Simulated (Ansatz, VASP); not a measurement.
One calculation of C, two programs

The input INCAR:

```
PREC = Accurate ; ENCUT = 520
EDIFF = 1E-7 ; ISMEAR = 0
SIGMA = 0.05 ; LREAL = F
LASPH = T ; NELM = 100
ALGO = Normal ; ISIF = 2
LWAVE = F ; LCHARG = F
GGA = PE ; NBANDS = 26
```

File KPOINTS:

```
regular mesh
0
Gamma
  12 12 4
```

Contents of POSCAR:

```
C
1.0
    2.5180184915      0.0000000000      0.0000000000
   -1.2590092457      2.1806679808      0.0000000000
    0.0000000000      0.0000000000      8.3045881819
C
8
Direct
   -0.0297853253     -0.0297853253      0.0929681641
    0.0000000000      0.0000000000      0.5929681641
    0.0000000000      0.0000000000      0.4070318359
    0.0000000000      0.0000000000      0.9070318359
    0.3333333333      0.6666666667      0.1555285626
    0.6666666667      0.3333333333      0.6555285626
    0.3333333333      0.6666666667      0.3444714374
    0.6666666667      0.3333333333      0.8444714374
```

Input for Ansatz:

```yaml
crystal:
  lattice:
    - [2.5180184915, 0.0, 0.0]
    - [-1.2590092457, 2.1806679808, 0.0]
    - [0.0, 0.0, 8.3045881819]
  atoms:
    - { symbol: C, position: [-0.0297853253, -0.0297853253, 0.0929681641] }
    - { symbol: C, position: [0.0, 0.0, 0.5929681641] }
    - { symbol: C, position: [0.0, 0.0, 0.4070318359] }
    - { symbol: C, position: [0.0, 0.0, 0.9070318359] }
    - { symbol: C, position: [0.3333333333, 0.6666666667, 0.1555285626] }
    - { symbol: C, position: [0.6666666667, 0.3333333333, 0.6555285626] }
    - { symbol: C, position: [0.3333333333, 0.6666666667, 0.3444714374] }
    - { symbol: C, position: [0.6666666667, 0.3333333333, 0.8444714374] }
basis:
  ecutwfc: 420
kpoints:
  mp_grid: { grid: [12, 12, 4] }
hamiltonian:
  xc: pbe
scf:
  occupations: { method: gaussian, width: 0.05 }
output:
  forces: true
  stress: true
  eigenvalues: true
```

Alike in both runs: task single point; functional PBE; k mesh 12 × 12 × 4; occupations gaussian, width 0.05 eV; no spin polarisation.

|  | VASP | Ansatz |
| --- | --- | --- |
| version | VASP 6.6.1 | Ansatz 0.2.0 |
| potentials or method | VASP PAW PBE potentials, release 64 (C), cutoff 520 eV | scalar-relativistic, plane waves, PAW |
| valence electrons in the cell | 32 | 32 |

Ansatz gave:

- gap on the k mesh at the Fermi level (eV): 4.10
- least direct gap on the mesh (eV): 4.61
- pressure (GPa): 0.5
- traceless stress, the component that is largest in VASP (GPa): -0.63
- rms of the force components (eV/Å): 0.746

**Question.** Estimate VASP's values.

**Answer.** gap on the k mesh at the Fermi level (eV): 4.09; least direct gap on the mesh (eV): 4.61; pressure (GPa): 1.2; traceless stress, the component that is largest in VASP (GPa): -0.65; rms of the force components (eV/Å): 0.751.

Atom by atom the forces differ by 0.005 eV/Å (rms over components). The functional is the same, so the differences come from potentials, cutoffs and numerics.
